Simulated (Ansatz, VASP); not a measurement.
One calculation of GaN, two programs

```
CELL_PARAMETERS angstrom
3.75817 0.00000 0.00000
0.00000 3.75817 0.00000
0.00000 0.00000 3.78554
ATOMIC_POSITIONS crystal
Ga 0.00000 0.00000 0.50000
Ga 0.50000 0.50000 0.50000
N 0.50000 0.00000 0.68107
N 0.00000 0.50000 0.31893
```

Alike in both runs: task relaxation of cell and atoms; functional PBE; k mesh 8 × 8 × 8; occupations gaussian, width 0.02 eV; no spin polarisation.

|  | VASP | Ansatz |
| --- | --- | --- |
| version | VASP 6.6.1 | Ansatz 0.2.0 |
| potentials or method | VASP PAW PBE potentials, release 64 (Ga_d, N), cutoff 600 eV | scalar-relativistic, plane waves, PAW |
| valence electrons in the cell | 36 | 36 |

```csv
,VASP,Ansatz,Ansatz less VASP
"gap on the k mesh at the Fermi level, each at its own relaxed structure (eV)",0.78,0.85,+0.067
relaxed volume (Å³/atom),13.39,13.50,+0.109
relaxed cell length with the largest relative difference (Å),3.786,3.819,+0.0326
```
